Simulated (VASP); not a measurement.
Set up this calculation in VASP 6.6.1, as the native input.

```
Task                   : single point
Functional             : PBE
Potentials or basis    : VASP PAW PBE potentials, release 64 (Al, Ru_pv)
Cutoff                 : 520 eV
k mesh                 : 16 × 16 × 16
Occupations            : gaussian, width 0.15 eV
Spin                   : no spin polarisation
Dipole correction      : no
Further INCAR settings : ALGO = Fast; EDIFF = 1e-07; NBANDS = 16
```

The structure of AlRu lies in POSCAR:

```
AlRu
1.0
    3.1262220000      0.0000000000      0.0000000000
    0.0000000000      2.9916000000      0.0000000000
    0.0000000000      0.0000000000      2.9916000000
Al Ru
1 1
Direct
    0.0000000000      0.0000000000      0.0000000000
    0.5000000000      0.5000000000      0.5000000000
```

This cell differs from its parent crystal: strain +0.0450 x Voigt [1, 0, 0, 0, 0, 0].

These files were run (other wordings do the same):

INCAR

```
SYSTEM = AlRu
PREC     = Accurate       ! precision mode
ENCUT    = 520            ! plane-wave cutoff, eV
EDIFF    = 1E-7           ! SCF threshold, eV
ISMEAR   = 0              ! smearing method
SIGMA    = 0.15           ! smearing width, eV
LREAL    = .False.        ! projectors in reciprocal space
LASPH    = .True.         ! aspherical terms in the spheres
NELM     = 100            ! most SCF steps
ALGO     = Fast           ! electronic algorithm
ISIF     = 2              ! what is computed and relaxed
LWAVE    = .False.        ! write WAVECAR
LCHARG   = .False.        ! write CHGCAR
GGA      = PE             ! functional
NBANDS   = 16             ! bands
```

KPOINTS

```
regular mesh
0
Gamma
  16 16 16
  0 0 0
```

Potentials or basis: VASP PAW PBE potentials, release 64 (Al, Ru_pv).

The run is started by

```console
$ cat potpaw_PBE.64/Al/POTCAR potpaw_PBE.64/Ru_pv/POTCAR > POTCAR
$ mpirun -np 1 vasp_std > vasp.out
```

It gave:

```json
{"Pressure": "-5.8 GPa", "Band gap on the k mesh": "zero (an odd number of electrons rules out a gap without spin polarisation)"}
```

Caveat: the cell differs from its parent crystal (strain +0.0450 x Voigt [1, 0, 0, 0, 0, 0]); the stress differs along the axes, from -10 to -4 GPa.

Run time: 2.5 min on 1 thread of Intel Xeon 8259CL, on a shared host, peak memory 0.28 GiB.
